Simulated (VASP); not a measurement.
# TiC in VASP: further runs, part 2 of 2

VASP 6.6.1. Earlier steps stand in the parts before.

## (3) Single point, PBE

Contents of INCAR:

```
PREC = Accurate
ENCUT = 600
EDIFF = 1E-6
ISMEAR = -1
SIGMA = 0.05
LREAL = F
LASPH = T
NELM = 120
ALGO = Normal
ISIF = 2
LWAVE = F
LCHARG = F
GGA = PE
NBANDS = 15
GGA_COMPAT = F
```

Contents of KPOINTS:

```
Automatic mesh
0
Gamma
  13 13 13
```

Contents of POSCAR:

```
TiC
1.0
    0.0000000000      2.1657188437      2.1657188437
    2.1657188437      0.0000000000      2.1657188437
    2.1657188437      2.1657188437      0.0000000000
Ti C
1 1
Direct
    0.0023087023      0.0023087023     -0.0023087023
    0.5000000000      0.5000000000      0.5000000000
```

Potentials or basis: VASP PAW PBE potentials, release 64 (Ti_sv, C).

The run is started by

```console
$ cat potpaw_PBE.64/Ti_sv/POTCAR potpaw_PBE.64/C/POTCAR > POTCAR
$ mpirun -np 1 vasp_std > vasp.out
```

OUTCAR:

```text
PREC = Accurate
   ENCUT = 600
   EDIFF = 1E-6
   ISMEAR = -1
   LREAL = F
   LASPH = T
   NELM = 120
   ISIF = 2
   GGA = PE

 ion  position               nearest neighbor table
   1  0.002  0.002  0.998-   2 2.16   2 2.17   2 2.17   2 2.17   2 2.17   2 2.18
   2  0.500  0.500  0.500-   1 2.16   1 2.17   1 2.17   1 2.17   1 2.17   1 2.18

  LATTYP: Found a face centered cubic cell.
 ALAT       =     4.3314376874

  Lattice vectors:

 A1 = (   0.0000000000,   2.1657188437,   2.1657188437)
 A2 = (   2.1657188437,   0.0000000000,   2.1657188437)
 A3 = (   2.1657188437,   2.1657188437,   0.0000000000)

Analysis of symmetry for initial positions (statically):
=====================================================================
 Subroutine PRICEL returns:
 Original cell was already a primitive cell.

 Routine SETGRP: Setting up the symmetry group for a
 face centered cubic supercell.

 Subroutine GETGRP returns: Found  8 space group operations
 (whereof  8 operations were pure point group operations)
 out of a pool of 48 trial point group operations.

The static configuration has the point symmetry C_4v.

Analysis of symmetry for dynamics (positions and initial velocities):
=====================================================================
 Subroutine PRICEL returns:
 Original cell was already a primitive cell.

 Routine SETGRP: Setting up the symmetry group for a
 face centered cubic supercell.

 Subroutine GETGRP returns: Found  8 space group operations
 (whereof  8 operations were pure point group operations)
 out of a pool of 48 trial point group operations.

The dynamic configuration has the point symmetry C_4v.

 Subroutine INISYM returns: Found  8 space group operations
 (whereof  8 operations are pure point group operations),
 and found     1 'primitive' translations

----------------------------------------------------------------------------------------

                                     Primitive cell

  volume of cell :      20.3159

  direct lattice vectors                    reciprocal lattice vectors
[... 117 lines left out ...]
   LRPA    =     F    only Hartree local field effects (RPA)
 non-spin polarized calculation
  energy-cutoff  :      600.00
  volume of cell :       20.32
 maximum number of plane-waves:       688
   NGX = 13   NGY = 13   NGZ = 13

 number of electron      16.0000000 magnetization

 Free energy of the ion-electron system (eV)
  ---------------------------------------------------
  ext. energy  EPLUGINS =         0.00000000
  ---------------------------------------------------
  free energy    TOTEN  =       -18.71075161 eV

  energy without entropy =      -18.70834105  energy(sigma->0) =      -18.70954633

 E-fermi :   9.4289     XC(G=0): -12.6974

 val. band max:        9.3540821389   @ k =   0.0000   0.4615   0.4615
 cond. band min:       9.4572384638   @ k =   0.3846   0.3077   0.0000
 fundamental gap:      0.1031563249
 Fermi energy:         9.4289158395

 k-point     1 :       0.0000    0.0000    0.0000
  band No.  band energies     occupation
      1     -47.1774      2.00000
      2     -23.2021      2.00000
      3     -23.2021      2.00000
      4     -23.2020      2.00000
      5      -2.9833      2.00000
      6      10.1015      0.00000
      7      10.1015      0.00000
      8      10.1053      0.00000
      9      11.0184      0.00000
     10      11.0947      0.00000
     11      11.0947      0.00000
     12      11.1244      0.00000
     13      11.1975      0.00000
     14      19.8950      0.00000
[... 401 lines left out ...]
      2     -23.5722      2.00000
      3     -23.2667      2.00000
      4     -23.2325      2.00000
      5      -0.7640      2.00000
      6       5.2773      2.00000
      7       6.9516      2.00000
      8       7.1434      2.00000
      9      11.4980      0.00000
     10      11.9072      0.00000
     11      12.8603      0.00000
     12      15.6534      0.00000
     13      16.9370      0.00000
     14      19.6285      0.00000
     15      24.3498      0.00000

 [... further k-points ...]

------------------------ aborting loop because EDIFF is reached ----------------------------------------

  FORCE on cell =-STRESS in cart. coord.  units (eV):
  Direction    XX          YY          ZZ          XY          YZ          ZX
  --------------------------------------------------------------------------------------
  -------------------------------------------------------------------------------------
  Total        0.0415369      0.0415369      0.0450300      0.0000000      0.0000000     -0.0000000
  in kB        3.2757329      3.2757329      3.5512063      0.0000000      0.0000000     -0.0000000
  external PRESSURE =       3.3675574 kB  Pullay stress =       0.0000000 kB

 VOLUME and BASIS-vectors are now :
 -----------------------------------------------------------------------------
  energy-cutoff  :      600.00
  volume of cell :       20.32
      direct lattice vectors                 reciprocal lattice vectors
     0.000000000  2.165718844  2.165718844    -0.230870227  0.230870227  0.230870227
     2.165718844  0.000000000  2.165718844     0.230870227 -0.230870227  0.230870227
     2.165718844  2.165718844  0.000000000     0.230870227  0.230870227 -0.230870227

 POSITION                                       TOTAL-FORCE (eV/Angst)
 -----------------------------------------------------------------------------------
      2.16572      2.16572      0.01000         0.000000      0.000000     -0.093720
      2.16572      2.16572      2.16572         0.000000      0.000000      0.093720
 -----------------------------------------------------------------------------------
    total drift:                               -0.000000     -0.000000      0.000021

  FREE ENERGIE OF THE ION-ELECTRON SYSTEM (eV)
  ---------------------------------------------------
  free  energy   TOTEN  =       -18.7107516134 eV

  energy  without entropy=      -18.7083410456  energy(sigma->0) =      -18.70954633
```

OSZICAR:

```text
N       E                     dE             d eps       ncg     rms          rms(c)
DAV:   1     0.126040965471E+03    0.12604E+03   -0.87945E+03  5896   0.141E+03
DAV:   2    -0.159354152260E+02   -0.14198E+03   -0.13318E+03  6286   0.356E+02
DAV:   3    -0.240511914496E+02   -0.81158E+01   -0.79594E+01  7718   0.815E+01
DAV:   4    -0.243157726652E+02   -0.26458E+00   -0.26431E+00  7211   0.135E+01
DAV:   5    -0.243223607991E+02   -0.65881E-02   -0.65857E-02  7787   0.190E+00    0.183E+01
DAV:   6    -0.193332957987E+02    0.49891E+01   -0.11817E+01  8430   0.563E+01    0.693E+00
DAV:   7    -0.187472683804E+02    0.58603E+00   -0.21617E+00  6853   0.208E+01    0.490E+00
DAV:   8    -0.187240295941E+02    0.23239E-01   -0.10715E-01  6566   0.343E+00    0.346E+00
DAV:   9    -0.187143728426E+02    0.96568E-02   -0.99285E-02  7988   0.444E+00    0.749E-01
DAV:  10    -0.187129946847E+02    0.13782E-02   -0.12244E-02  7814   0.140E+00    0.650E-01
DAV:  11    -0.187109546789E+02    0.20400E-02   -0.28477E-03  6769   0.746E-01    0.205E-01
DAV:  12    -0.187107684885E+02    0.18619E-03   -0.37084E-04  8171   0.279E-01    0.459E-02
DAV:  13    -0.187107512833E+02    0.17205E-04   -0.57005E-05  7035   0.787E-02    0.524E-03
DAV:  14    -0.187107516134E+02   -0.33006E-06   -0.20860E-06  6534   0.132E-02
   1 F= -.18710752E+02 E0= -.18709546E+02  d E =-.241057E-02
```

stdout:

```text
POSCAR found type information on POSCAR TiC
 POSCAR found :  2 types and       2 ions
 scaLAPACK will be used
 LDA part: xc-table for (Slater+PW92), standard interpolation
 POSCAR, INCAR and KPOINTS ok, starting setup
 FFT: planning ... GRIDC
 FFT: planning ... GRID_SOFT
 FFT: planning ... GRID
 WAVECAR not read
 entering main loop
```

Wall time 69 s (1 thread of AMD EPYC 7R43 (Zen 3), shared host); peak memory 0.16 GiB.

Results:

```yaml
Free_energy: -18.7108 eV
Pressure: 0.3 GPa
Largest_force: 0.094 eV/Å
Band_gap_on_the_k_mesh: zero (bands 8 and 9 overlap by 1.08 eV)
```

Forces in eV/Å, atoms in the order of the input:
```
Ti   0.000  0.000 -0.094
C    0.000  0.000  0.094
```

Levels at points of the mesh, in eV from the Fermi level:
| k point | band 6 | band 7 | band 8 | band 9 | band 10 | band 11 |
| --- | --- | --- | --- | --- | --- | --- |
| (0.00, 0.00, 0.00) | 0.67 | 0.67 | 0.68 | 1.59 | 1.67 | 1.67 |

## (4) Single point, PBE

Contents of INCAR:

```
SYSTEM = TiC
PREC     = Accurate       ! precision mode
ENCUT    = 600            ! plane-wave cutoff, eV
EDIFF    = 1E-6           ! SCF threshold, eV
ISMEAR   = -1             ! smearing method
SIGMA    = 0.05           ! smearing width, eV
LREAL    = .False.        ! projectors in reciprocal space
LASPH    = .True.         ! aspherical terms in the spheres
NELM     = 120            ! most SCF steps
ALGO     = Normal         ! electronic algorithm
ISIF     = 2              ! what is computed and relaxed
LWAVE    = .False.        ! write WAVECAR
LCHARG   = .True.         ! write CHGCAR
GGA      = PE             ! functional
LELF     = .True.         ! ELF
LVHAR    = .True.       
NBANDS   = 15             ! bands
GGA_COMPAT= .False.
```

Contents of KPOINTS:

```
regular mesh
0
Gamma
  13 13 13
  0 0 0
```

POSCAR, as its differences from that of step 3:

```diff
@@ -8,3 +8,3 @@
 Direct
-    0.0023087023      0.0023087023     -0.0023087023
+   -0.0023087023     -0.0023087023      0.0023087023
     0.5000000000      0.5000000000      0.5000000000
```

The run is started by

```console
$ cat potpaw_PBE.64/Ti_sv/POTCAR potpaw_PBE.64/C/POTCAR > POTCAR
$ mpirun -np 1 vasp_std > vasp.out
```

Run time: 80 s. Hardware: 1 thread of AMD EPYC 7R43 (Zen 3), shared host; peak memory 0.16 GiB.

The run converged. Its results:

| Item | Value |
| --- | --- |
| Free energy | -18.7108 eV |
| Pressure | 0.3 GPa |
| Largest force | 0.094 eV/Å |
| Band gap on the k mesh | zero (bands 8 and 9 overlap by 1.08 eV) |

Forces on the atoms (eV/Å):
```
Ti   0.000  0.000  0.094
C    0.000  0.000 -0.094
```

Levels at points of the mesh, in eV from the Fermi level:
```tsv
k point	band 5	band 6	band 7	band 8	band 9	band 10	band 11	band 12
(0.00, 0.00, 0.00)	-12.41	0.67	0.67	0.68	1.59	1.67	1.67	1.70
```
